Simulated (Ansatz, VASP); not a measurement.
**Two plane-wave programs on SiO2**

```
CELL_PARAMETERS angstrom
0.00000 2.29036 2.29036
2.29036 0.00000 2.29036
2.29036 2.29036 0.00000
ATOMIC_POSITIONS crystal
Si 0.00000 0.00000 0.00000
O 0.25000 0.25000 0.25000
O 0.75000 0.75000 0.75000
```

Alike in both runs: task electric field gradients; functional PBE; k mesh 12 × 12 × 12; occupations fermi-dirac, width 0.05 eV; no spin polarisation.

|  | VASP | Ansatz |
| --- | --- | --- |
| version | VASP 6.6.1 | Ansatz 0.2.0 |
| potentials or method | VASP PAW PBE potentials, release 64 (Si, O) | PAW with Ansatz's default frozen-core files, scalar-relativistic |
| plane-wave cutoff (eV) | 520 | 420 |
| valence electrons in the cell | 16 | 16 |

```csv
,VASP,Ansatz,Ansatz less VASP
pressure (GPa),0.4,0.0,-0.37
```

The functional is the same, so the differences come from potentials, cutoffs and numerics.
